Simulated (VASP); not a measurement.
# Au: relaxation of shape and atoms at fixed volume with PBE

Au:

```
Au
1.0
     2.70551    0.00000    0.00000
    -1.35275    2.34304    0.00000
     0.00000    0.00000    2.68554
Au
1
Direct
  0.00000 0.00000 0.00000
```

This isn't the form of Au at room conditions, which is fcc.

```
Program                : VASP 6.6.1
Task                   : relaxation of shape and atoms at fixed volume
Functional             : PBE
Potentials or basis    : VASP PAW PBE potentials, release 64 (Au)
Cutoff                 : 600 eV
k mesh                 : 15 × 15 × 14
Occupations            : fermi-dirac, width 0.08 eV
Spin                   : no spin polarisation
Dipole correction      : no
Further INCAR settings : ALGO = Normal; EDIFF = 1e-06; IBRION = 2; EDIFFG = -0.005; NSW = 50; ISIF = 4
```

```
Energy gained by relaxing : 2.1 meV/atom
Ionic steps               : 3
Pressure after relaxing   : 22.1 GPa
Band gap on the k mesh    : zero (an odd number of electrons rules out a gap without spin polarisation)
```

Step by step:
```
step  energy change (eV)  largest force (eV/Å)  pressure (GPa)  volume (Å³)
   1              0.0000                0.0000           22.43        17.02
   2              0.0003                0.0000           22.03        17.02
   3             -0.0021                0.0000           22.14        17.02
```

Final structure:
```
CELL_PARAMETERS angstrom
2.71634 0.00000 0.00000
-1.35817 2.35242 0.00000
0.00000 0.00000 2.66415
ATOMIC_POSITIONS crystal
Au 0.00000 0.00000 0.00000
```

Levels at points of the mesh, in eV from the Fermi level:
| k point | band 4 | band 5 | band 6 | band 7 | band 8 | band 9 |
| --- | --- | --- | --- | --- | --- | --- |
| (0.00, 0.00, 0.00) | -4.79 | -1.76 | -1.76 | 13.16 | 15.17 | 19.96 |
| (0.00, 0.00, 0.50) | -3.28 | -3.28 | -1.84 | 1.94 | 17.75 | 20.69 |

Wall time 2.1 min on 1 thread of AMD EPYC 7R13 (shared host), peak memory 0.15 GiB.

Caveat: spin-orbit coupling is left out, which moves the levels of the heavy elements.
